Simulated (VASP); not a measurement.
A run of VASP 6.6.1:

Contents of POSCAR:

```
Zr
1.0
    3.2320000000      0.0000000000      0.0000000000
   -1.6160000000      2.7989940000      0.0000000000
    0.0000000000      0.0000000000      5.1470000000
Zr
2
Direct
    0.3333333333      0.6666666667      0.2500000000
    0.6666666667      0.3333333333      0.7500000000
```

File INCAR.step1:

```
ALGO     = Normal         # electronic algorithm
EDIFF    = 1E-4           # SCF threshold, eV
ENCUT    = 600            # plane-wave cutoff, eV
GGA      = PE             # functional
ISMEAR   = 1              # smearing method
LASPH    = T              # aspherical terms in the spheres
LCHARG   = F              # write CHGCAR
LREAL    = F              # projectors in reciprocal space
LWAVE    = T              # write WAVECAR
NELM     = 80             # most SCF steps
PREC     = Accurate       # precision mode
SIGMA    = 0.02           # smearing width, eV
```

Contents of INCAR.step2:

```
ALGO     = Normal         # electronic algorithm
EDIFF    = 1E-6           # SCF threshold, eV
EDIFFG   = -0.02          # ionic threshold
ENCUT    = 600            # plane-wave cutoff, eV
IBRION   = 2              # ionic algorithm
ISIF     = 3              # what is computed and relaxed
ISMEAR   = 1              # smearing method
ISTART   = 1            
LASPH    = T              # aspherical terms in the spheres
LCHARG   = F              # write CHGCAR
LMIXTAU  = T            
LREAL    = F              # projectors in reciprocal space
LWAVE    = F              # write WAVECAR
METAGGA  = R2SCAN         # meta-GGA
NELM     = 80             # most SCF steps
NSW      = 80             # ionic steps
PREC     = Accurate       # precision mode
SIGMA    = 0.02           # smearing width, eV
```

KPOINTS

```
k-points
0
Gamma
  9 9 5
```

Potentials or basis: VASP PAW PBE potentials, release 64 (Zr_sv).

Command:

```console
$ cat potpaw_PBE.64/Zr_sv/POTCAR > POTCAR
$ cp INCAR.step1 INCAR
$ mpirun -np 1 vasp_std > vasp.out
$ cp INCAR.step2 INCAR
$ mpirun -np 1 vasp_std > vasp.out
```

Hardware: 1 thread of Intel(R) Xeon(R) 6975P-C (Granite Rapids) (shared host).

Problem. Estimate the wall time of this run.

Solution. It took 2.5 min on 1 thread of Intel(R) Xeon(R) 6975P-C (Granite Rapids) (shared host), peak memory 0.2 GiB. Counts: k points 36, ion steps 3.
